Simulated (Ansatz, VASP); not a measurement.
## Sn in VASP and in Ansatz

```
Sn
1.0
    -1.89114    1.89779    1.87320
     1.89711   -1.92154    1.90292
     1.88324    1.91364   -1.89694
Sn
1
Direct
  0.00000 0.00000 0.00000
```

Alike in both runs: task relaxation of cell and atoms; functional RPBE; k mesh 10 × 10 × 10; occupations fermi-dirac, width 0.05 eV; no spin polarisation.

|  | VASP | Ansatz |
| --- | --- | --- |
| version | VASP 6.6.1 | Ansatz 0.2.0 |
| potentials or method | VASP PAW PBE potentials, release 64 (Sn_d) | Ansatz PAW |
| plane-wave cutoff (eV) | 600 | 420 |
| valence electrons in the cell | 14 | 14 |

VASP gave:

```
gap on the k mesh at the Fermi level, each at its own relaxed structure (eV) : none
relaxed volume (Å³/atom)                                                     : 28.83
relaxed length of the cell vector where the two differ most in proportion (Å)              : 3.463
```

Q: What did Ansatz give for the same quantities?

A: gap on the k mesh at the Fermi level, each at its own relaxed structure (eV): none; relaxed volume (Å³/atom): 28.73; relaxed length of the cell vector where the two differ most in proportion (Å): 3.401.

VASP's potentials were made for PBE, not for RPBE. A gap of «none» marks a metal or a gap that the smearing closes.

Noted on Ansatz's run: the plane-wave basis is chosen anew once the cell has moved, so the energies of steps on either side of that aren't comparable.
